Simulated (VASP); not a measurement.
A run of VASP 6.6.1:

File INCAR:

```
PREC = Accurate
ENCUT = 520
EDIFF = 1E-7
ISMEAR = 0
SIGMA = 0.05
LREAL = Auto
LASPH = True
NELM = 100
ALGO = Normal
ISIF = 2
LWAVE = False
LCHARG = False
NBANDS = 48
```

Contents of KPOINTS:

```
regular mesh
0
Gamma
  2 2 2
```

The input POSCAR:

```
Si
1.0
    0.0000000000      5.4300000000      5.4300000000
    5.4300000000      0.0000000000      5.4300000000
    5.4300000000      5.4300000000      0.0000000000
Si
17
Direct
   -0.0491287293      0.0166351750      0.0161777164
    0.1202615101      0.1155117864      0.1150541436
    0.0044900552     -0.0221381215      0.5087556169
    0.1202613260      0.1155104972      0.6490348066
    0.0044961326      0.5092125230     -0.0225996317
    0.1202626151      0.6494926335      0.1150521179
    0.0044920810      0.5092112339      0.5087528545
    0.1703991713      0.6101273481      0.6096651013
    0.4921100368     -0.0013761510     -0.0018280847
    0.5743427256      0.1421430939      0.1416861878
    0.4921098527     -0.0013732044      0.5109527624
    0.6327612339      0.1151956722      0.6259522099
    0.4921113260      0.5114093002     -0.0018280847
    0.6327679558      0.6264044199      0.1147395948
    0.5463784530      0.4847983425      0.4843429098
    0.6327633517      0.6264071823      0.6259519337
    1.0681451197      0.3108771639      0.3104191529
```

Potentials or basis: VASP PAW LDA potentials, release 64 (Si).

Run with:

```console
$ cat potpaw_LDA.64/Si/POTCAR > POTCAR
$ mpirun -np 1 vasp_std > vasp.out
```

Hardware: 1 thread of Intel(R) Xeon(R) Platinum 8259CL CPU @ 2.50GHz (Skylake/Cascade Lake), with other jobs on the host.

Q: How long does it take, and how much memory?

A: Wall time 100 s on 1 thread of Intel(R) Xeon(R) Platinum 8259CL CPU @ 2.50GHz (Skylake/Cascade Lake) (shared host), peak memory 0.35 GiB. Counts: scf iterations 17, k points 4.
